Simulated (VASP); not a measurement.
Ti:

```
Ti
1.0
     4.56737    0.00000    0.00000
    -2.28369    3.95546    0.00000
     0.00000    0.00000    2.82624
Ti
3
Direct
  0.66667 0.33333 0.50000
  0.33333 0.66667 0.50000
  0.00000 0.00000 0.00000
```

Program: VASP 6.6.1. Alike in all runs: task single point; no spin polarisation; cell as given; k mesh 7 × 7 × 9; cutoff (eV) 520; smearing fermi-dirac 0.05 eV.

Task: Order these runs on this cell by their pressure, lowest first.
A. level PBEsol+U; potentials or basis VASP PAW PBE potentials, release 64 (Ti_sv); U Ti d U = 6.0 eV
B. level PBE; potentials or basis VASP PAW PBE potentials, release 64 (Ti_sv)
C. level LDA; potentials or basis VASP PAW LDA potentials, release 64 (Ti_sv)
D. level PBEsol+U; potentials or basis VASP PAW PBE potentials, release 64 (Ti_sv); U Ti d U = 4.0 eV
E. level PBE+D3(BJ); potentials or basis VASP PAW PBE potentials, release 64 (Ti_sv)

Result: C (-8.1 GPa), E (-5.5 GPa), B (0.5 GPa), D (6.1 GPa), A (11.7 GPa).

Caveats: the PAW data sets were made with another functional, which shifts forces and pressure a little (some runs); U without spin polarisation on a metal has little footing (some runs); the U is typed as a test and isn't derived for this compound (some runs); three body term missing (some runs); pairwise dispersion overbinds metals, which lowers pressure and volume (some runs).
